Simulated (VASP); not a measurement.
Wanted: the native input for a VASP 6.6.1 run.

- Task: single point
- Functional: PBE
- Potentials or basis: VASP PAW PBE potentials, release 64 (Ni)
- Cutoff: 600 eV
- k mesh: 14 × 8 × 12
- Occupations: gaussian, width 0.1 eV
- Spin: no spin polarisation
- Dipole correction: no
- Further INCAR settings: ALGO = Normal; EDIFF = 1e-06; NBANDS = 17; ISYM = 0

The structure of Ni lies in POSCAR:

```
Ni
1.0
    0.0000000000     -1.7728000000     -1.7728000000
   -3.5456000000     -1.7728000000     -1.7728000000
    0.0000000000      1.7728000000     -1.7728000000
Ni
2
Direct
    0.0000000000      0.0000000000      0.0000000000
    0.0000000000      0.5000000000      0.5000000000
```

These files were run (other wordings do the same):

INCAR

```
PREC = Accurate
ENCUT = 600
EDIFF = 1E-6
ISMEAR = 0
SIGMA = 0.1
LREAL = False
LASPH = True
NELM = 120
ALGO = Normal
ISIF = 2
LWAVE = False
LCHARG = False
GGA = PE
ISYM = 0
NBANDS = 17
GGA_COMPAT = False
```

KPOINTS

```
Automatic mesh
0
Gamma
  14 8 12
```

Potentials or basis: VASP PAW PBE potentials, release 64 (Ni).

Run with:

```console
$ cat potpaw_PBE.64/Ni/POTCAR > POTCAR
$ mpirun -np 1 vasp_std > vasp.out
```

It gave:

- Pressure: -5.5 GPa
- Band gap on the k mesh: zero (band 10 reaches 9.01 eV, above the bottom of band 11 at 8.33 eV)

Caveat: the run has no spin polarisation, though such a crystal can be magnetic.

It took 6.3 min on 1 thread of AMD EPYC 7R13, on a shared host, peak memory 0.33 GiB.
